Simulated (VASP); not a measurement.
Si8HC, 10 atoms in the cell. The cell holds a slab with vacuum, 10 atoms: a = 3.851 Å, b = 3.851 Å, c = 26.847 Å, α = 90.00°, β = 90.00°, γ = 120.00°. 

* Program: VASP 6.6.1
* Task: single point
* Functional: PBE
* Potentials or basis: VASP PAW PBE potentials, release 64 (Si, C, H)
* Cutoff: 520 eV
* k mesh: 9 × 9 × 1
* Occupations: gaussian, width 0.05 eV
* Spin: collinear spin
* Starting moments: [0.0, 0.0, 0.0, 0.0, 0.0, 0.0, 0.0, 0.0, 1.0, 0.0] μB
* Dipole correction: yes
* Further INCAR settings: ALGO = Normal; EDIFF = 1e-07; NBANDS = 34

Potentials or basis: VASP PAW PBE potentials, release 64 (Si, C, H).

Launch:

```bash
$ cat potpaw_PBE.64/Si/POTCAR potpaw_PBE.64/C/POTCAR potpaw_PBE.64/H/POTCAR > POTCAR
$ mpirun -np 4 vasp_std > vasp.out
```

Hardware: 4 MPI ranks on Oxide Virtual Turin-like Processor, with other jobs on the host.

Problem. How long does it take, and how much memory?

Solution. It took 21 min on 4 MPI ranks on Oxide Virtual Turin-like Processor, with other jobs on the host, peak memory 1 GiB a rank. Counts: scf iterations 38, k points 41.
